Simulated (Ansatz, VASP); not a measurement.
**One calculation of ZnS, two programs**

Contents of INCAR:

```
ALGO = Normal
EDIFF = 1E-8
ENCUT = 520
GGA = PE
ISIF = 2
ISMEAR = -1
LASPH = True
LCHARG = False
LEFG = True
LREAL = False
LWAVE = False
NBANDS = 16
NELM = 100
PREC = Accurate
SIGMA = 0.01
```

KPOINTS

```
k-points
0
Gamma
  8 8 8
```

POSCAR

```
ZnS
1.0
   -0.0811395000      2.6640802500      2.6640802500
    2.6640802500     -0.0811395000      2.6640802500
    2.6640802500      2.6640802500     -0.0811395000
Zn S
1 1
Direct
    0.0000000000      0.0000000000      0.0000000000
    0.7500000000      0.7500000000      0.7500000000
```

Input for Ansatz:

```yaml
crystal:
  lattice:
    - [-0.0811395, 2.66408025, 2.66408025]
    - [2.66408025, -0.0811395, 2.66408025]
    - [2.66408025, 2.66408025, -0.0811395]
  atoms:
    - { symbol: Zn, position: [0.0, 0.0, 0.0] }
    - { symbol: S, position: [0.75, 0.75, 0.75] }
kpoints:
  mp_grid: { grid: [8, 8, 8] }
scf:
  occupations: { method: fermi_dirac, width: 0.01 }
hamiltonian:
  xc: pbe
  pseudopotentials: { kind: paw }
output:
  forces: true
  stress: true
  eigenvalues: true
  efg: { contact_densities: true }
  write_density: true
  write_potential: true
  elf: true
  volumetric_format: npy
```

Change from the starting cell: equal xy, yz and zx shear strains of -3 %, PAW files.

Alike in both runs: task electric field gradients; functional PBE; k mesh 8 × 8 × 8; occupations fermi-dirac, width 0.01 eV; no spin polarisation.

|  | VASP | Ansatz |
| --- | --- | --- |
| version | VASP 6.6.1 | Ansatz 0.2.0 |
| potentials or method | VASP PAW PBE potentials, release 64 (Zn, S) | PAW with Ansatz's default frozen-core files, scalar-relativistic |
| plane-wave cutoff (eV) | 520 | 420 |
| valence electrons in the cell | 18 | 18 |

|  | VASP | Ansatz | Ansatz less VASP |
| --- | --- | --- | --- |
| gap on the k mesh at the Fermi level (eV) | 1.99 | 1.99 | -0.004 |
| pressure (GPa) | 1.8 | 1.7 | -0.16 |
| traceless stress, the component that is largest in VASP (GPa) | 2.22 | 2.21 | -0.013 |
| rms of the force components (eV/Å) | 0.207 | 0.204 | -0.0025 |
| size of Vzz on the site where it differs most (V/Å²) | 19.3 | 17.8 | -1.52 |

Atom by atom the forces differ by 0.003 eV/Å (rms over components). With one functional, cell and mesh, what is left measures potentials, basis and numerics.
